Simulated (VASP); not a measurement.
# FeNi2 (P4_2/mnm) in VASP: notebook

FeNi2 is run at these levels: PBE; tasks: single point.

All numbers are computed with VASP 6.6.1; they aren't measurements. Logs are shortened: lines on timing, memory, paths and dates and some standing lists are left out, and cuts for length are marked.

### 1 The cell of the first run

It takes space group P4_2/mnm (No. 136, tetragonal). Conventional cell: a = 4.829 Å, b = 4.829 Å, c = 3.110 Å, α = 90.00°, β = 90.00°, γ = 90.00°. Fe (site symmetry mmm) has 6 Ni at 2.04 to 2.09 Å within 2.7 Å. Within 2.7 Å of Ni (site symmetry m2m) lie 3 Fe at 2.04 to 2.09 Å and 1 Ni at 2.65 Å.

### 2 Single point, PBE, collinear spin, ferromagnetic start

Contents of INCAR:

```
SYSTEM = FeNi2
ALGO = Fast ; EDIFF = 1E-6
ENCUT = 520 ; GGA = PE
ISIF = 2 ; ISMEAR = 0
ISPIN = 2 ; LASPH = .True.
LCHARG = .False. ; LMAXMIX = 4
LORBIT = 11 ; LREAL = .False.
LWAVE = .False. ; MAGMOM = 4 4 2 2 2 2
NBANDS = 41 ; NELM = 150
PREC = Accurate ; SIGMA = 0.1
```

Contents of KPOINTS:

```
k-points
0
Gamma
  4 4 6
  0 0 0
```

Contents of POSCAR:

```
FeNi2
1.0
    4.8285537237      0.0000000000      0.0000000000
    0.0000000000      4.8285537237      0.0000000000
    0.0000000000      0.0000000000      3.1100762883
Fe Ni
2 4
Direct
    0.0000000000      0.0000000000      0.0000000000
    0.5000000000      0.5000000000      0.5000000000
    0.3060000000      0.3060000000      0.0000000000
    0.1940000000      0.8060000000      0.5000000000
    0.6940000000      0.6940000000      0.0000000000
    0.8060000000      0.1940000000      0.5000000000
```

Potentials or basis: VASP PAW PBE potentials, release 64 (Fe, Ni).

Launch:

```console
> cat potpaw_PBE.64/Fe/POTCAR potpaw_PBE.64/Ni/POTCAR > POTCAR
> mpirun -np 1 vasp_std > vasp.out
```

OUTCAR:

```text
SYSTEM = FeNi2
   EDIFF = 1E-6
   ENCUT = 520
   GGA = PE
   ISIF = 2
   ISMEAR = 0
   ISPIN = 2
   LASPH = .True.
   LORBIT = 11
   LREAL = .False.
   NELM = 150
   PREC = Accurate

 ion  position               nearest neighbor table
   1  0.000  0.000  0.000-   4 2.04   6 2.04   4 2.04   6 2.04   5 2.09   3 2.09
   2  0.500  0.500  0.500-   3 2.04   5 2.04   3 2.04   5 2.04   4 2.09   6 2.09
   3  0.306  0.306  0.000-   2 2.04   2 2.04   1 2.09   5 2.65   6 2.92   4 2.92   4 2.92   6 2.92
                             4 2.92   4 2.92   6 2.92   6 2.92
   4  0.194  0.806  0.500-   1 2.04   1 2.04   2 2.09   6 2.65   3 2.92   5 2.92   3 2.92   5 2.92
                             3 2.92   3 2.92   5 2.92   5 2.92
   5  0.694  0.694  0.000-   2 2.04   2 2.04   1 2.09   3 2.65   6 2.92   4 2.92   4 2.92   6 2.92
                             6 2.92   6 2.92   4 2.92   4 2.92
   6  0.806  0.194  0.500-   1 2.04   1 2.04   2 2.09   4 2.65   5 2.92   3 2.92   3 2.92   5 2.92
                             5 2.92   5 2.92   3 2.92   3 2.92

  LATTYP: Found a simple tetragonal cell.
 ALAT       =     4.8285537237
 C/A-ratio  =     0.6441010013

  Lattice vectors:

 A1 = (   4.8285537237,   0.0000000000,   0.0000000000)
 A2 = (   0.0000000000,   4.8285537237,   0.0000000000)
 A3 = (   0.0000000000,   0.0000000000,   3.1100762883)

Analysis of symmetry for initial positions (statically):
=====================================================================
 Subroutine PRICEL returns:
 Original cell was already a primitive cell.

 Routine SETGRP: Setting up the symmetry group for a
 simple tetragonal supercell.

 Subroutine GETGRP returns: Found 16 space group operations
 (whereof  8 operations were pure point group operations)
 out of a pool of 16 trial point group operations.

The static configuration has the point symmetry D_2h.
 The point group associated with its full space group is D_4h.

Analysis of symmetry for dynamics (positions and initial velocities):
=====================================================================
 Subroutine PRICEL returns:
 Original cell was already a primitive cell.

 Routine SETGRP: Setting up the symmetry group for a
 simple tetragonal supercell.

 Subroutine GETGRP returns: Found 16 space group operations
 (whereof  8 operations were pure point group operations)
 out of a pool of 16 trial point group operations.

The dynamic configuration has the point symmetry D_2h.
 The point group associated with its full space group is D_4h.

Analysis of structural, dynamic, and magnetic symmetry:
=====================================================================
 Subroutine PRICEL returns:
 Original cell was already a primitive cell.

 Routine SETGRP: Setting up the symmetry group for a
 simple tetragonal supercell.

 Subroutine GETGRP returns: Found 16 space group operations
 (whereof  8 operations were pure point group operations)
 out of a pool of 16 trial point group operations.

The overall configuration has the point symmetry D_2h.
 The point group associated with its full space group is D_4h.

 Subroutine INISYM returns: Found 16 space group operations
 (whereof  8 operations are pure point group operations),
 and found     1 'primitive' translations

----------------------------------------------------------------------------------------

                                     Primitive cell

  volume of cell :      72.5112

  direct lattice vectors                    reciprocal lattice vectors
     4.828553724  0.000000000  0.000000000     0.207101351  0.000000000  0.000000000
     0.000000000  4.828553724  0.000000000     0.000000000  0.207101351  0.000000000
     0.000000000  0.000000000  3.110076288     0.000000000  0.000000000  0.321535521

  length of vectors
     4.828553724  4.828553724  3.110076288     0.207101351  0.207101351  0.321535521

  position of ions in fractional coordinates (direct lattice)
     0.000000000  0.000000000  0.000000000
     0.500000000  0.500000000  0.500000000
     0.306000000  0.306000000  0.000000000
     0.194000000  0.806000000  0.500000000
     0.694000000  0.694000000  0.000000000
     0.806000000  0.194000000  0.500000000

  ion indices of the primitive-cell ions
[... 61 lines left out ...]
   number of dos      NEDOS =    301   number of ions     NIONS =      6
   total plane-waves  NPLWV =  31104
   dimension x,y,z NGX =    36 NGY =   36 NGZ =   24
   dimension x,y,z NGXF=    72 NGYF=   72 NGZF=   48
   ions per type =               2   4
   NGX,Y,Z   is equivalent  to a cutoff of  12.39, 12.39, 12.83 a.u.
   NGXF,Y,Z  is equivalent  to a cutoff of  24.79, 24.79, 25.66 a.u.
 SYSTEM =  FeNi2
   PREC   = accura    normal or accurate (medium, high low for compatibility)
   ISTART =      0    job   : 0-new  1-cont  2-samecut
   ICHARG =      2    charge: 1-file 2-atom 10-const
   ISPIN  =      2    spin polarized calculation?
   LNONCOLLINEAR =      F non collinear calculations
   LSORBIT =      F    spin-orbit coupling
   LASPH  =      T    aspherical Exc in radial PAW
   ENCUT  =  520.0 eV  38.22 Ry    6.18 a.u.   8.98  8.98  5.78*2*pi/ulx,y,z
   NELM   =    150;   NELMIN=  2; NELMDL= -5     # of ELM steps
   EDIFF  = 0.1E-05   stopping-criterion for ELM
   LREAL  =      F    real-space projection
   EDIFFG = 0.1E-04   stopping-criterion for IOM
   NSW    =      0    number of steps for IOM
   IBRION =     -1    ionic relax: 0-MD 1-quasi-New 2-CG
   NFREE  =      0    steps in history (QN), initial steepest desc. (CG)
   ISIF   =      2    stress and relaxation
   ISYM   =      2    0-nonsym 1-usesym 2-fastsym
   POTIM  = 0.5000    time-step for ionic-motion
   TEBEG  =    0.0;   TEEND  =   0.0 temperature during run
   PSTRESS=    0.0 pullay stress
   NELECT =      56.0000    total number of electrons
   NUPDOWN=      -1.0000    fix difference up-down
   EMIN   =  10.00;   EMAX   =-10.00  energy-range for DOS
   EFERMI =   0.00;   METHOD = LEGACY
   ISMEAR =     0;   SIGMA  =   0.10  broadening in eV -4-tet -1-fermi 0-gaus
   EFERMI_NEDOS =   21; number of points for ismear=-14 and -15
   IALGO  =     68    algorithm
   IMIX   =      4    mixing-type and parameters
     AMIX     =   0.40;   BMIX     =  1.00
     AMIX_MAG =   1.60;   BMIX_MAG =  1.00
  volume/ion in A,a.u.               =      12.09        81.55
  Fermi-wavevector in a.u.,A,eV,Ry     =   1.501997  2.838363 30.694682  2.255995
  Thomas-Fermi vector in A             =   2.613295
   LORBIT       =     11    0 simple, 1 ext, 2 COOP (PROOUT), +10 PAW based schemes
   GGA     = PE    functional components
   LHFCALC =     F    Hartree Fock is set to
   AEXX    =    0.0000 exact exchange contribution
   IVDW    =     0    specifies the selected vdW correction
   LEPSILON=     F    determine dielectric tensor
   LRPA    =     F    only Hartree local field effects (RPA)
 spin polarized calculation
 RMM-DIIS sequential band-by-band and
 Gauss-broadening in eV      SIGMA  =   0.10
  energy-cutoff  :      520.00
  volume of cell :       72.51
 maximum number of plane-waves:      1976
 NGX is ok and might be reduce to    36
   NGX = 17   NGY = 17   NGZ = 11

 number of electron      56.0000000 magnetization      16.0000000

 number of electron      55.9999973 magnetization       5.9452000

 Free energy of the ion-electron system (eV)
  ---------------------------------------------------
  ext. energy  EPLUGINS =         0.00000000
  ---------------------------------------------------
  free energy    TOTEN  =       -29.68324251 eV

  energy without entropy =      -29.64856890  energy(sigma->0) =      -29.66590570

 E-fermi :   7.2504     XC(G=0): -12.4181

 val. band max:        7.2261969764   @ k =   0.0000   0.0000   0.1667
 cond. band min:       7.2616130041   @ k =   0.2500   0.0000   0.3333
 fundamental gap:      0.0354160277
 Fermi energy:         7.2504061292

 spin component 1

 k-point     1 :       0.0000    0.0000    0.0000
  band No.  band energies     occupation
      1      -1.0827      1.00000
      2       1.3408      1.00000
      3       2.0269      1.00000
      4       2.4177      1.00000
      5       2.4177      1.00000
      6       2.6665      1.00000
[... 1021 lines left out ...]
     39      19.3807      0.00000
     40      19.3939      0.00000
 Fermi energy:         7.2504061292

 spin component 2

 k-point     1 :       0.0000    0.0000    0.0000
  band No.  band energies     occupation
      1      -0.9572      1.00000
      2       2.1559      1.00000
      3       2.8753      1.00000
      4       3.2338      1.00000
      5       3.2338      1.00000
      6       3.3910      1.00000
[... 1021 lines left out ...]
     39      19.4912      0.00000
     40      19.5548      0.00000
 [bands above 40 left out]

------------------------ aborting loop because EDIFF is reached ----------------------------------------

  FORCE on cell =-STRESS in cart. coord.  units (eV):
  Direction    XX          YY          ZZ          XY          YZ          ZX
  --------------------------------------------------------------------------------------
  -------------------------------------------------------------------------------------
  Total       17.6611777     17.6611777     23.5109213      0.0000000      0.0000000      0.0000000
  in kB      390.2339636    390.2339636    519.4874406      0.0000000      0.0000000      0.0000000
  external PRESSURE =     433.3184559 kB  Pullay stress =       0.0000000 kB

 VOLUME and BASIS-vectors are now :
 -----------------------------------------------------------------------------
  energy-cutoff  :      520.00
  volume of cell :       72.51
      direct lattice vectors                 reciprocal lattice vectors
     4.828553724  0.000000000  0.000000000     0.207101351  0.000000000  0.000000000
     0.000000000  4.828553724  0.000000000     0.000000000  0.207101351  0.000000000
     0.000000000  0.000000000  3.110076288     0.000000000  0.000000000  0.321535521

 POSITION                                       TOTAL-FORCE (eV/Angst)
 -----------------------------------------------------------------------------------
      0.00000      0.00000      0.00000         0.000000      0.000000      0.000000
      2.41428      2.41428      1.55504         0.000000      0.000000      0.000000
      1.47754      1.47754      0.00000        -1.198042     -1.198042      0.000000
      0.93674      3.89181      1.55504         1.198042     -1.198042      0.000000
      3.35102      3.35102      0.00000         1.198042      1.198042      0.000000
      3.89181      0.93674      1.55504        -1.198042      1.198042      0.000000
 -----------------------------------------------------------------------------------
    total drift:                               -0.000000      0.000000      0.000000

  FREE ENERGIE OF THE ION-ELECTRON SYSTEM (eV)
  ---------------------------------------------------
  free  energy   TOTEN  =       -29.6832425135 eV

  energy  without entropy=      -29.6485688964  energy(sigma->0) =      -29.66590570

 total charge

# of ion       s       p       d       tot
------------------------------------------
    1        0.684   0.687   6.589   7.960
    2        0.684   0.687   6.589   7.960
    3        0.570   0.470   8.436   9.477
    4        0.570   0.470   8.436   9.477
    5        0.570   0.470   8.436   9.477
    6        0.570   0.470   8.436   9.477
--------------------------------------------------
tot          3.650   3.254  46.924  53.828

 magnetization (x)

# of ion       s       p       d       tot
------------------------------------------
    1        0.002   0.004   1.801   1.807
    2        0.002   0.004   1.801   1.807
    3        0.013  -0.005   0.570   0.578
    4        0.013  -0.005   0.570   0.578
    5        0.013  -0.005   0.570   0.578
    6        0.013  -0.005   0.570   0.578
--------------------------------------------------
tot          0.056  -0.012   5.882   5.926
```

Wall time 3.6 min (1 thread of Intel Xeon Platinum 8259CL at 2.50GHz (Skylake/Cascade Lake), shared host); peak memory 0.25 GiB.

What came out:

- Free energy: -29.6832 eV
- Pressure: 43.3 GPa
- Largest force: 1.694 eV/Å
- Net moment: 5.95 μB per cell
- Site moments: Fe +1.81; Ni +0.58 μB
- Valence electrons inside the program's atomic spheres: Fe 7.96; Ni 9.48

Forces on the atoms (eV/Å):
```
Fe   0.000  0.000  0.000
Fe   0.000  0.000  0.000
Ni  -1.198 -1.198  0.000
Ni   1.198 -1.198  0.000
Ni   1.198  1.198  0.000
Ni  -1.198  1.198  0.000
```

Levels at points of the mesh, in eV from the Fermi level:
Spin up:
```
           k point  band 29  band 30  band 31  band 32  band 33  band 34
(0.00, 0.00, 0.00)     0.23     0.56     0.56     0.93     0.96     0.96
(0.50, 0.00, 0.00)    -0.35    -0.35     0.14     0.14     1.69     1.69
(0.50, 0.50, 0.00)    -0.81    -0.81     0.45     0.45     0.52     0.52
(0.00, 0.00, 0.50)    -0.72    -0.72    -0.48    -0.48     3.64     3.64
(0.50, 0.00, 0.50)    -0.34    -0.34    -0.24    -0.24     1.02     1.02
(0.50, 0.50, 0.50)    -0.67    -0.67    -0.64    -0.64     1.15     1.15
```
Spin down:
```
           k point  band 22  band 23  band 24  band 25  band 26  band 27  band 28  band 29
(0.00, 0.00, 0.00)    -1.01    -0.72    -0.56     0.23     0.23     0.50     1.24     1.40
(0.50, 0.00, 0.00)    -1.10    -0.41    -0.41     0.45     0.45     0.79     0.79     0.87
(0.50, 0.50, 0.00)    -1.19    -1.01    -1.01    -0.24    -0.24     0.47     0.47     0.76
(0.00, 0.00, 0.50)    -0.96    -0.31    -0.31    -0.21    -0.21     0.11     0.11     0.75
(0.50, 0.00, 0.50)    -0.95    -0.43    -0.43    -0.06    -0.06     0.17     0.17     0.75
(0.50, 0.50, 0.50)    -0.98    -0.71    -0.71    -0.13    -0.13     0.05     0.05     0.33
```

Caveat: the cell stands under pressure; forces of over 1 eV/Å act on the atoms, so gaps and moduli don't describe the material at rest.

### 3 Single point, PBE, collinear spin, ferromagnetic start

This run uses another cell than the first one, of 15.22 Å³/atom.

Contents of INCAR:

```
ALGO = Normal ; EDIFF = 1E-6
ENCUT = 520 ; GGA = PE
ISIF = 2 ; ISMEAR = 0
ISPIN = 2 ; LASPH = True
LCHARG = False ; LMAXMIX = 4
LORBIT = 11 ; LREAL = False
LWAVE = False ; MAGMOM = 1.87 1.87 0.64 0.64 0.64 0.64
NBANDS = 41 ; NELM = 150
PREC = Accurate ; SIGMA = 0.1
```

Contents of KPOINTS:

```
k-points
0
Gamma
  4 4 6
```

Contents of POSCAR:

```
FeNi2
1.0
    4.8002552096      0.0000000000      0.0000000000
    0.0000000000      4.8002552096      0.0000000000
    0.0000000000      0.0000000000      3.9618309124
Fe Ni
2 4
Direct
    0.0000000000      0.0000000000      0.0000000000
    0.5000000000      0.5000000000      0.5000000000
    0.3235492889      0.3235492889      0.0000000000
    0.1764507111      0.8235492889      0.5000000000
    0.6764507111      0.6764507111      0.0000000000
    0.8235492889      0.1764507111      0.5000000000
```

Potentials or basis: VASP PAW PBE potentials, release 64 (Fe, Ni).

Launch:

```console
> cat potpaw_PBE.64/Fe/POTCAR potpaw_PBE.64/Ni/POTCAR > POTCAR
> mpirun -np 1 vasp_std > vasp.out
```

It took 4.4 min on 1 thread of Intel Xeon Platinum 8259CL at 2.50GHz (Skylake/Cascade Lake), shared host; peak memory 0.3 GiB.

It converged, with:

| Item | Value |
| --- | --- |
| Free energy | -32.5663 eV |
| Pressure | 0.0 GPa |
| Largest force | 0.022 eV/Å |
| Net moment | 8.58 μB per cell |
| Site moments | Fe +2.78; Ni +0.76 μB |
| Valence electrons inside the program's atomic spheres | Fe 7.21; Ni 9.17 |

Forces in eV/Å, atoms in the order of the input:
```
Fe   0.000  0.000  0.000
Fe   0.000  0.000  0.000
Ni   0.015  0.015  0.000
Ni  -0.015  0.015  0.000
Ni  -0.015 -0.015  0.000
Ni   0.015 -0.015  0.000
```

Stress tensor (GPa, compression positive):
```
-0.07  0.00  0.00
 0.00 -0.07  0.00
 0.00  0.00  0.16
```

Levels at points of the mesh, in eV from the Fermi level:
Spin up:
| k point | band 29 | band 30 | band 31 | band 32 | band 33 | band 34 | band 35 | band 36 |
| --- | --- | --- | --- | --- | --- | --- | --- | --- |
| (0.00, 0.00, 0.00) | -0.86 | -0.65 | -0.65 | 0.22 | 1.13 | 1.13 | 2.03 | 2.81 |
| (0.50, 0.00, 0.00) | -0.98 | -0.98 | -0.69 | -0.69 | 2.03 | 2.03 | 4.02 | 4.02 |
| (0.50, 0.50, 0.00) | -0.89 | -0.89 | -0.72 | -0.72 | -0.71 | -0.71 | 5.44 | 5.44 |
| (0.00, 0.00, 0.50) | -0.89 | -0.89 | -0.69 | -0.69 | 2.28 | 2.28 | 3.08 | 3.08 |
| (0.50, 0.00, 0.50) | -0.72 | -0.72 | -0.16 | -0.16 | 0.02 | 0.02 | 3.74 | 3.74 |
| (0.50, 0.50, 0.50) | -0.89 | -0.89 | -0.76 | -0.76 | 0.48 | 0.48 | 0.74 | 0.74 |
Spin down:
| k point | band 22 | band 23 | band 24 | band 25 | band 26 | band 27 |
| --- | --- | --- | --- | --- | --- | --- |
| (0.00, 0.00, 0.00) | -0.37 | -0.04 | 0.03 | 0.03 | 0.37 | 0.42 |
| (0.50, 0.00, 0.00) | -0.56 | -0.13 | -0.13 | 0.19 | 0.19 | 0.58 |
| (0.50, 0.50, 0.00) | -0.72 | -0.49 | -0.49 | 0.15 | 0.15 | 0.33 |
| (0.00, 0.00, 0.50) | -0.38 | 0.07 | 0.07 | 0.61 | 0.61 | 0.94 |
| (0.50, 0.00, 0.50) | -0.41 | -0.03 | -0.03 | -0.02 | -0.02 | 0.63 |
| (0.50, 0.50, 0.50) | -0.36 | -0.09 | -0.09 | 0.24 | 0.24 | 0.43 |
